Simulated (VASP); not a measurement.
Be2Si3:

```
Be Si
1.0
     1.55765    0.89931    7.22051
    -1.55765    0.89931    7.22051
     0.00000   -1.79862    7.22051
Be Si
2 3
Cartesian
  0.0000 0.0000 8.6646
  0.0000 0.0000 12.9969
  0.0000 0.0000 0.0000
  0.0000 0.0000 4.5381
  0.0000 0.0000 17.1234
```

* Program: VASP 6.6.1
* Task: relaxation of cell and atoms
* Functional: PBE
* Potentials or basis: VASP PAW PBE potentials, release 64 (Be, Si)
* Cutoff: 600 eV
* k mesh: 6 × 6 × 6
* Occupations: gaussian, width 0.1 eV
* Spin: no spin polarisation

At the start: pressure 10.1 GPa; volume 12.14 Å³/atom.

Problem. How do energy, volume and symmetry change on relaxing?

Solution. Over 19 steps the energy falls by 150.2 meV/atom and the volume is 12.85 Å³/atom (+5.9 %); space group R-3m (No. 166, to 0.05 Å).

The path:
```tsv
step	energy change (eV)	largest force (eV/Å)	pressure (GPa)	volume (Å³)
1	0.0000	1.3839	10.14	60.69
2	-0.3261	0.5467	-2.09	67.68
3	-0.3261	0.5508	-2.04	67.64
4	-0.3794	0.2392	-0.76	66.69
5	-0.4028	0.2074	0.96	65.69
6	-0.4580	0.3345	0.52	65.81
7	-0.6188	1.2785	-0.58	65.89
8	-0.2654	1.6332	-2.82	64.79
9	-0.6062	1.5786	-1.26	65.74
10	-0.6227	1.5300	-0.84	65.83
11	-0.6411	1.3904	-1.28	65.83
12	-0.6471	1.2638	-1.67	65.81
13	-0.6624	1.1630	-1.58	65.69
14	-0.7006	0.8708	-1.28	65.32
15	-0.7438	0.3263	-0.48	64.59
16	-0.7493	0.0734	0.02	64.23
17	-0.7492	0.0523	0.06	64.20
18	-0.7502	0.0264	-0.04	64.21
19	-0.7509	0.0232	-0.23	64.25
```

Final structure:
```
CELL_PARAMETERS angstrom
1.47578 0.85204 8.51575
-1.47578 0.85204 8.51575
0.00000 -1.70409 8.51575
ATOMIC_POSITIONS crystal
Be 0.39832 0.39832 0.39832
Be 0.60168 0.60168 0.60168
Si 0.00000 0.00000 0.00000
Si 0.20315 0.20315 0.20315
Si 0.79685 0.79685 0.79685
```

Caveat: the k points lie up to 0.41 Å⁻¹ apart in the final cell.
